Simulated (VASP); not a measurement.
Wanted: the native input for a VASP 6.6.1 run.

* Task: single point
* Functional: r2SCAN
* Potentials or basis: VASP PAW PBE potentials, release 64 (W_sv, C)
* Cutoff: 520 eV
* k mesh: 13 × 13 × 12
* Occupations: fermi-dirac, width 0.1 eV
* Spin: no spin polarisation
* Dipole correction: no
* Further INCAR settings: ALGO = Normal; EDIFF = 1e-07; NBANDS = 16

Crystal: WC.

```xyz
2
Lattice="2.8933 0.0000 0.0000 -1.4466 2.5057 0.0000 0.0000 0.0000 2.8171" Properties=species:S:1:pos:R:3 pbc="T T T"
W     0.0000    0.0000    0.0000
C     1.4466    0.8352    1.4086
```

One way to write it, as run:

POSCAR

```
WC
1.0
    2.8932907981      0.0000000000      0.0000000000
   -1.4466453990      2.5056633317      0.0000000000
    0.0000000000      0.0000000000      2.8171416300
W C
1 1
Direct
    0.0000000000      0.0000000000      0.0000000000
    0.6666666667      0.3333333333      0.5000000000
```

INCAR.step1

```
PREC = Accurate
ENCUT = 520
ISMEAR = -1
SIGMA = 0.1
LREAL = F
LASPH = T
NELM = 60
NBANDS = 16
GGA = PE
ALGO = Normal
EDIFF = 1E-4
LWAVE = T
LCHARG = F
```

INCAR.step2

```
PREC = Accurate
ENCUT = 520
EDIFF = 1E-7
ISMEAR = -1
SIGMA = 0.1
LREAL = F
LASPH = T
NELM = 60
ALGO = Normal
ISIF = 2
LWAVE = F
LCHARG = F
METAGGA = R2SCAN
LMIXTAU = T
NBANDS = 16
ISTART = 1
```

KPOINTS

```
Automatic mesh
0
Gamma
  13 13 12
```

Potentials or basis: VASP PAW PBE potentials, release 64 (W_sv, C).

Run with:

```bash
$ cat potpaw_PBE.64/W_sv/POTCAR potpaw_PBE.64/C/POTCAR > POTCAR
$ cp INCAR.step1 INCAR
$ mpirun -np 1 vasp_std > vasp.out
$ cp INCAR.step2 INCAR
$ mpirun -np 1 vasp_std > vasp.out
```

Results of the run:

* Pressure: 10.4 GPa
* Band gap on the k mesh: zero (bands 9 and 10 overlap by 1.34 eV)

Caveat: the cell stands under pressure; the PAW data sets were made with another functional, which shifts forces and pressure a little; spin-orbit coupling is left out, which moves the levels of the heavy elements.

Wall time 3.2 min on 1 thread of Intel Xeon 8259CL, on a shared host, peak memory 0.18 GiB.
